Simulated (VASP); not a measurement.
## ZnSe: single point with PBE

The system is ZnSe, a slab with vacuum.

```xyz
16
Lattice="8.1060 0.0000 0.0000 0.0000 5.7318 0.0000 0.0000 0.0000 22.0795" Properties=species:S:1:pos:R:3 pbc="T T T"
Zn    2.0265    2.8659    8.0000
Zn    6.0795    2.8659    8.0000
Zn    4.0530    0.0000   10.0265
Zn    0.0000    0.0000   10.0265
Zn    6.0795    2.8830   12.1542
Zn    2.0265    2.8830   12.1542
Zn    0.0000   -0.3886   13.6160
Zn    4.0530   -0.3886   13.6160
Se    4.0530    1.4330    8.0000
Se    0.0000    1.4330    8.0000
Se    6.0795    4.2989   10.0265
Se    2.0265    4.2989   10.0265
Se    0.0000    1.4519   12.0597
Se    4.0530    1.4519   12.0597
Se    2.0265    4.1945   14.2344
Se    6.0795    4.1945   14.2344
```

```json
{"Program": "VASP 6.6.1", "Task": "single point", "Functional": "PBE", "Potentials or basis": "VASP PAW PBE potentials, release 64 (Zn, Se)", "Cutoff": "520 eV", "k mesh": "2 × 3 × 1", "Occupations": "gaussian, width 0.05 eV", "Spin": "no spin polarisation", "Dipole correction": "yes", "Further INCAR settings": "LREAL = Auto; ALGO = Normal; EDIFF = 1e-06; NBANDS = 86"}
```

- Largest force: 1.455 eV/Å
- Band gap on the k mesh: 1.35 eV

Forces in eV/Å, atoms in the order of the input:
```
Zn   0.000 -1.023  1.035
Zn   0.000 -1.023  1.035
Zn   0.000  0.260 -0.073
Zn   0.000  0.260 -0.073
Zn   0.000 -0.008 -0.013
Zn   0.000 -0.008 -0.013
Zn   0.000 -0.007  0.010
Zn   0.000 -0.007  0.010
Se   0.000  0.524 -0.857
Se   0.000  0.524 -0.857
Se   0.000  0.238 -0.129
Se   0.000  0.238 -0.129
Se   0.000  0.028 -0.009
Se   0.000  0.028 -0.009
Se   0.000 -0.011  0.036
Se   0.000 -0.011  0.036
```

Levels at points of the mesh, in eV from the valence-band top:
```
           k point  band 69  band 70  band 71  band 72  band 73  band 74  band 75  band 76
(0.00, 0.00, 0.00)    -0.38    -0.32    -0.24     0.00     1.35     2.40     2.62     2.77
(0.50, 0.00, 0.00)    -0.76    -0.76    -0.32    -0.32     2.19     2.19     3.43     3.43
```

It took 16 min on 1 thread of Oxide Virtual Turin-like Processor, on a shared host, peak memory 0.95 GiB.
